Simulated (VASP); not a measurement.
# AlN (AlN (P6_3mc)) (P6_3mc) in VASP: relaxation of the atoms with PBE

Aim: the relaxation of the atoms of AlN (AlN (P6_3mc)) with PBE.

All numbers are computed with VASP 6.6.1; they aren't measurements. Logs are shortened: lines on timing, memory, paths and dates and some standing lists are left out, and cuts for length are marked.

**1. The cell of the first run**

It takes space group P6_3mc (No. 186, hexagonal). Conventional cell: a = 3.130 Å, b = 3.130 Å, c = 5.017 Å, α = 90.00°, β = 90.00°, γ = 120.00°. Within 2.5 Å of Al (site symmetry 3m) lie 4 N at 1.90 to 1.91 Å. N (site symmetry 3m) has 4 Al at 1.90 to 1.91 Å within 2.5 Å.

**2. Relaxation of the atoms, PBE**

INCAR reads:

```
  PREC = Accurate
  ENCUT = 520
  EDIFF = 1E-7
  ISMEAR = 0
  SIGMA = 0.01
  LREAL = Auto
  LASPH = True
  NELM = 60
  ALGO = Normal
  ISIF = 2
  LWAVE = False
  LCHARG = False
  GGA = PE
  IBRION = 2
  NSW = 100
  EDIFFG = -0.03
```

KPOINTS reads:

```
regular mesh
0
Gamma
  2 2 3
```

POSCAR reads:

```
AlN
1.0
    6.2595139150      0.0000000600      0.0000000000
   -3.1297570050      5.4208980350      0.0000000000
    0.0000000000      0.0000000000      5.0174032967
Al N
8 8
Direct
    0.3333333350      0.1666666650      0.4992353700
    0.1666666650      0.3333333350      0.9992353700
    0.3333333350      0.6666666650      0.4992353700
    0.1666666650      0.8333333350      0.9992353700
    0.8333333350      0.1666666650      0.4992353700
    0.6666666650      0.3333333350      0.9992353700
    0.8333333350      0.6666666650      0.4992353700
    0.6666666650      0.8333333350      0.9992353700
    0.3333333350      0.1666666650      0.8807646300
    0.1666666650      0.3333333350      0.3807646300
    0.3333333350      0.6666666650      0.8807646300
    0.1666666650      0.8333333350      0.3807646300
    0.8333333350      0.1666666650      0.8807646300
    0.6666666650      0.3333333350      0.3807646300
    0.8333333350      0.6666666650      0.8807646300
    0.6666666650      0.8333333350      0.3807646300
```

Potentials or basis: VASP PAW PBE potentials, release 64 (Al, N).

The run is started by

```console
$ cat potpaw_PBE.64/Al/POTCAR potpaw_PBE.64/N/POTCAR > POTCAR
$ mpirun -np 1 vasp_std > vasp.out
```

OUTCAR:

```text
PREC = Accurate
   ENCUT = 520
   EDIFF = 1E-7
   ISMEAR = 0
   LREAL = Auto
   LASPH = True
   NELM = 60
   ISIF = 2
   GGA = PE
   IBRION = 2
   NSW = 100
   EDIFFG = -0.03

 ion  position               nearest neighbor table
   1  0.333  0.167  0.499-  12 1.90  14 1.90  10 1.90   9 1.91   4 3.09   4 3.09   6 3.09   6 3.09
                             2 3.09   2 3.09   3 3.13   3 3.13   5 3.13   5 3.13   7 3.13   7 3.13
   2  0.167  0.333  0.999-  11 1.90  13 1.90   9 1.90  10 1.91   3 3.09   3 3.09   5 3.09   5 3.09
                             1 3.09   1 3.09   4 3.13   4 3.13   6 3.13   6 3.13   8 3.13   8 3.13
   3  0.333  0.667  0.499-  10 1.90  16 1.90  12 1.90  11 1.91   2 3.09   2 3.09   8 3.09   8 3.09
                             4 3.09   4 3.09   1 3.13   1 3.13   7 3.13   7 3.13   5 3.13   5 3.13
   4  0.167  0.833  0.999-   9 1.90  15 1.90  11 1.90  12 1.91   1 3.09   1 3.09   7 3.09   7 3.09
                             3 3.09   3 3.09   2 3.13   2 3.13   8 3.13   8 3.13   6 3.13   6 3.13
   5  0.833  0.167  0.499-  16 1.90  10 1.90  14 1.90  13 1.91   8 3.09   8 3.09   2 3.09   2 3.09
                             6 3.09   6 3.09   7 3.13   7 3.13   1 3.13   1 3.13   3 3.13   3 3.13
   6  0.667  0.333  0.999-  15 1.90   9 1.90  13 1.90  14 1.91   7 3.09   7 3.09   1 3.09   1 3.09
                             5 3.09   5 3.09   8 3.13   8 3.13   2 3.13   2 3.13   4 3.13   4 3.13
   7  0.833  0.667  0.499-  14 1.90  12 1.90  16 1.90  15 1.91   6 3.09   6 3.09   4 3.09   4 3.09
                             8 3.09   8 3.09   5 3.13   5 3.13   3 3.13   3 3.13   1 3.13   1 3.13
   8  0.667  0.833  0.999-  13 1.90  11 1.90  15 1.90  16 1.91   5 3.09   5 3.09   3 3.09   3 3.09
                             7 3.09   7 3.09   6 3.13   6 3.13   4 3.13   4 3.13   2 3.13   2 3.13
   9  0.333  0.167  0.881-   4 1.90   6 1.90   2 1.90   1 1.91
[... 14 lines left out ...]
 A1 = (   6.2595139150,   0.0000000600,   0.0000000000)
 A2 = (  -3.1297570050,   5.4208980350,   0.0000000000)
 A3 = (   0.0000000000,   0.0000000000,   5.0174032967)

Analysis of symmetry for initial positions (statically):
=====================================================================
 Subroutine PRICEL returns following result:

  LATTYP: Found a hexagonal cell.
 ALAT       =     3.1297569575
 C/A-ratio  =     1.6031287301

  Lattice vectors:

 A1 = (   3.1297569575,   0.0000000300,   0.0000000000)
 A2 = (  -1.5648785025,   2.7104490175,   0.0000000000)
 A3 = (   0.0000000000,   0.0000000000,   5.0174032967)

   4 primitive cells build up your supercell.

 Routine SETGRP: Setting up the symmetry group for a
 hexagonal supercell.

 Subroutine GETGRP returns: Found 12 space group operations
 (whereof  6 operations were pure point group operations)
 out of a pool of 24 trial point group operations.

The static configuration has the point symmetry C_3v.
 The point group associated with its full space group is C_6v.

Analysis of symmetry for dynamics (positions and initial velocities):
=====================================================================
 Subroutine PRICEL returns following result:

  LATTYP: Found a hexagonal cell.
 ALAT       =     3.1297569575
 C/A-ratio  =     1.6031287301

  Lattice vectors:

 A1 = (   3.1297569575,   0.0000000300,   0.0000000000)
 A2 = (  -1.5648785025,   2.7104490175,   0.0000000000)
 A3 = (   0.0000000000,   0.0000000000,   5.0174032967)

   4 primitive cells build up your supercell.

 Routine SETGRP: Setting up the symmetry group for a
 hexagonal supercell.

 Subroutine GETGRP returns: Found 12 space group operations
 (whereof  6 operations were pure point group operations)
 out of a pool of 24 trial point group operations.

The dynamic configuration has the point symmetry C_3v.
 The point group associated with its full space group is C_6v.

 Subroutine INISYM returns: Found 12 space group operations
 (whereof  6 operations are pure point group operations),
 and found     4 'primitive' translations

----------------------------------------------------------------------------------------

                                     Primitive cell

  volume of cell :      42.5629

  direct lattice vectors                    reciprocal lattice vectors
     3.129756958  0.000000030  0.000000000     0.319513626  0.184471282  0.000000000
    -1.564878503  2.710449017  0.000000000    -0.000000004  0.368942558  0.000000000
     0.000000000  0.000000000  5.017403297     0.000000000  0.000000000  0.199306283

  length of vectors
     3.129756958  3.129756956  5.017403297     0.368942558  0.368942558  0.199306283

  position of ions in fractional coordinates (direct lattice)
     0.666666670  0.333333330  0.499235370
     0.333333330  0.666666670  0.999235370
     0.666666670  0.333333330  0.880764630
     0.333333330  0.666666670  0.380764630

  ion indices of the primitive-cell ions
   primitive index   ion index
                 1           1
                 2           2
                 3           9
                 4          10

----------------------------------------------------------------------------------------

 KPOINTS: regular mesh

Automatic generation of k-mesh.
 Grid dimensions read from file:
 generate k-points for:    2    2    3

 Generating k-lattice:

  Cartesian coordinates                     Fractional coordinates (reciprocal lattice)
     0.079878407  0.046117820  0.000000000     0.500000000  0.000000000  0.000000000
    -0.000000001  0.092235640  0.000000000     0.000000000  0.500000000  0.000000000
     0.000000000  0.000000000  0.066435428     0.000000000  0.000000000  0.333333333

  Length of vectors
     0.092235640  0.092235640  0.066435428

  Shift w.r.t. Gamma in fractional coordinates (k-lattice)
     0.000000000  0.000000000  0.000000000

 Subroutine IBZKPT returns following result:
 ===========================================

 Found      4 irreducible k-points:

 Following reciprocal coordinates:
            Coordinates               Weight
  0.000000  0.000000  0.000000      1.000000
  0.500000  0.000000  0.000000      3.000000
  0.000000  0.000000  0.333333      2.000000
  0.500000  0.000000  0.333333      6.000000
   k-points           NKPTS =      4   k-points in BZ     NKDIM =      4   number of bands    NBANDS=     41
   number of dos      NEDOS =    301   number of ions     NIONS =     16
   total plane-waves  NPLWV =  92160
   dimension x,y,z NGX =    48 NGY =   48 NGZ =   40
   dimension x,y,z NGXF=    96 NGYF=   96 NGZF=   80
   ions per type =               8   8
   NGX,Y,Z   is equivalent  to a cutoff of  12.75, 12.75, 13.25 a.u.
   NGXF,Y,Z  is equivalent  to a cutoff of  25.50, 25.50, 26.51 a.u.
 SYSTEM =  unknown system
   PREC   = accura    normal or accurate (medium, high low for compatibility)
   ISTART =      0    job   : 0-new  1-cont  2-samecut
   ICHARG =      2    charge: 1-file 2-atom 10-const
   ISPIN  =      1    spin polarized calculation?
   LNONCOLLINEAR =      F non collinear calculations
   LSORBIT =      F    spin-orbit coupling
   LASPH  =      T    aspherical Exc in radial PAW
   ENCUT  =  520.0 eV  38.22 Ry    6.18 a.u.  11.64 11.64  9.33*2*pi/ulx,y,z
   NELM   =     60;   NELMIN=  2; NELMDL= -5     # of ELM steps
   EDIFF  = 0.1E-06   stopping-criterion for ELM
   LREAL  =      T    real-space projection
   EDIFFG = -.3E-01   stopping-criterion for IOM
   NSW    =    100    number of steps for IOM
   IBRION =      2    ionic relax: 0-MD 1-quasi-New 2-CG
   NFREE  =      1    steps in history (QN), initial steepest desc. (CG)
   ISIF   =      2    stress and relaxation
   ISYM   =      2    0-nonsym 1-usesym 2-fastsym
   POTIM  = 0.5000    time-step for ionic-motion
   TEBEG  =    0.0;   TEEND  =   0.0 temperature during run
   PSTRESS=    0.0 pullay stress
   NELECT =      64.0000    total number of electrons
   NUPDOWN=      -1.0000    fix difference up-down
   EMIN   =  10.00;   EMAX   =-10.00  energy-range for DOS
   EFERMI =   0.00;   METHOD = LEGACY
   ISMEAR =     0;   SIGMA  =   0.01  broadening in eV -4-tet -1-fermi 0-gaus
   EFERMI_NEDOS =   21; number of points for ismear=-14 and -15
   IALGO  =     38    algorithm
   IMIX   =      4    mixing-type and parameters
     AMIX     =   0.40;   BMIX     =  1.00
     AMIX_MAG =   1.60;   BMIX_MAG =  1.00
  volume/ion in A,a.u.               =      10.64        71.81
  Fermi-wavevector in a.u.,A,eV,Ry     =   1.181511  2.232733 18.993310  1.395969
  Thomas-Fermi vector in A             =   2.317783
   LORBIT       =      0    0 simple, 1 ext, 2 COOP (PROOUT), +10 PAW based schemes
   GGA     = PE    functional components
   LHFCALC =     F    Hartree Fock is set to
   AEXX    =    0.0000 exact exchange contribution
   IVDW    =     0    specifies the selected vdW correction
   LEPSILON=     F    determine dielectric tensor
   LRPA    =     F    only Hartree local field effects (RPA)
 conjugate gradient relaxation of ions
 non-spin polarized calculation
 Gauss-broadening in eV      SIGMA  =   0.01
  energy-cutoff  :      520.00
  volume of cell :      170.25
 maximum number of plane-waves:      4626
 NGX is ok and might be reduce to    48
   NGX = 23   NGY = 23   NGZ = 19

 number of electron      63.9999991 magnetization

 Free energy of the ion-electron system (eV)
  ---------------------------------------------------
  ext. energy  EPLUGINS =         0.00000000
  ---------------------------------------------------
  free energy    TOTEN  =      -118.99133904 eV

  energy without entropy =     -118.99133904  energy(sigma->0) =     -118.99133904

 E-fermi :   6.0305     XC(G=0): -10.8253

 val. band max:        5.9818294691   @ k =   0.0000   0.0000   0.0000
 cond. band min:      10.0241818375   @ k =   0.0000   0.0000   0.0000
 fundamental gap:      4.0423523684
 Fermi energy:         6.0305379285

 k-point     1 :       0.0000    0.0000    0.0000
  band No.  band energies     occupation
      1      -9.0909      2.00000
      2      -7.1738      2.00000
      3      -7.1737      2.00000
      4      -7.1737      2.00000
      5      -7.0042      2.00000
      6      -6.4974      2.00000
[... 165 lines left out ...]
     40      13.0456      0.00000
     41      14.6145      0.00000

------------------------ aborting loop because EDIFF is reached ----------------------------------------

  FORCE on cell =-STRESS in cart. coord.  units (eV):
  Direction    XX          YY          ZZ          XY          YZ          ZX
  --------------------------------------------------------------------------------------
  -------------------------------------------------------------------------------------
  Total       -0.1028167     -0.1028167     -0.4318517     -0.0000000      0.0000000      0.0000000
  in kB       -0.9675718     -0.9675718     -4.0640063     -0.0000000      0.0000000      0.0000000
  external PRESSURE =      -1.9997166 kB  Pullay stress =       0.0000000 kB

 VOLUME and BASIS-vectors are now :
 -----------------------------------------------------------------------------
  energy-cutoff  :      520.00
  volume of cell :      170.25
      direct lattice vectors                 reciprocal lattice vectors
     6.259513915  0.000000060  0.000000000     0.159756813  0.092235641  0.000000000
    -3.129757005  5.420898035  0.000000000    -0.000000002  0.184471279  0.000000000
     0.000000000  0.000000000  5.017403297     0.000000000  0.000000000  0.199306283

 POSITION                                       TOTAL-FORCE (eV/Angst)
 -----------------------------------------------------------------------------------
      1.56488      0.90348      2.50487        -0.000000      0.000000     -0.012292
     -0.00000      1.80697      5.01357        -0.000000      0.000000     -0.012292
     -0.00000      3.61393      2.50487        -0.000000      0.000000     -0.012292
     -1.56488      4.51742      5.01357         0.000000      0.000000     -0.012292
      4.69464      0.90348      2.50487        -0.000000     -0.000000     -0.012292
      3.12976      1.80697      5.01357        -0.000000      0.000000     -0.012292
[... 8 lines left out ...]
      3.12976      3.61393      4.41915        -0.000000      0.000000      0.012292
      1.56488      4.51742      1.91045         0.000000     -0.000000      0.012292
 -----------------------------------------------------------------------------------
    total drift:                               -0.000035      0.000020      0.035967

  FREE ENERGIE OF THE ION-ELECTRON SYSTEM (eV)
  ---------------------------------------------------
  free  energy   TOTEN  =      -118.9913390350 eV

  energy  without entropy=     -118.9913390350  energy(sigma->0) =     -118.99133904

 reached required accuracy - stopping structural energy minimisation
```

Wall time 47 s (1 thread of AMD EPYC 7R43 (Zen 3), shared host); peak memory 0.25 GiB.

What came out:

```yaml
Free_energy: -118.9913 eV
Pressure_after_relaxing: -0.2 GPa
Largest_force_after_relaxing: 0.012 eV/Å
Band_gap_on_the_k_mesh: 4.04 eV
```

Forces on the atoms (eV/Å):
```
Al   0.000  0.000 -0.012
Al   0.000  0.000 -0.012
Al   0.000  0.000 -0.012
Al   0.000  0.000 -0.012
Al   0.000  0.000 -0.012
Al   0.000  0.000 -0.012
Al   0.000  0.000 -0.012
Al   0.000  0.000 -0.012
N    0.000  0.000  0.012
N    0.000  0.000  0.012
N    0.000  0.000  0.012
N    0.000  0.000  0.012
N    0.000  0.000  0.012
N    0.000  0.000  0.012
N    0.000  0.000  0.012
N    0.000  0.000  0.012
```

Stress tensor (GPa, compression positive):
```
-0.10  0.00  0.00
 0.00 -0.10  0.00
 0.00  0.00 -0.41
```

Final structure:
```yaml
crystal:
  lattice:
    - [6.25951, 0.00000, 0.00000]
    - [-3.12976, 5.42090, 0.00000]
    - [0.00000, 0.00000, 5.01740]
  atoms:
    - { symbol: Al, position: [0.33333, 0.16667, 0.49924] }
    - { symbol: Al, position: [0.16667, 0.33333, 0.99924] }
    - { symbol: Al, position: [0.33333, 0.66667, 0.49924] }
    - { symbol: Al, position: [0.16667, 0.83333, 0.99924] }
    - { symbol: Al, position: [0.83333, 0.16667, 0.49924] }
    - { symbol: Al, position: [0.66667, 0.33333, 0.99924] }
    - { symbol: Al, position: [0.83333, 0.66667, 0.49924] }
    - { symbol: Al, position: [0.66667, 0.83333, 0.99924] }
    - { symbol: N, position: [0.33333, 0.16667, 0.88076] }
    - { symbol: N, position: [0.16667, 0.33333, 0.38076] }
    - { symbol: N, position: [0.33333, 0.66667, 0.88076] }
    - { symbol: N, position: [0.16667, 0.83333, 0.38076] }
    - { symbol: N, position: [0.83333, 0.16667, 0.88076] }
    - { symbol: N, position: [0.66667, 0.33333, 0.38076] }
    - { symbol: N, position: [0.83333, 0.66667, 0.88076] }
    - { symbol: N, position: [0.66667, 0.83333, 0.38076] }
```

Caveat: the k points lie up to 0.58 Å⁻¹ apart; the relaxation stopped at its first step, so nothing moved.
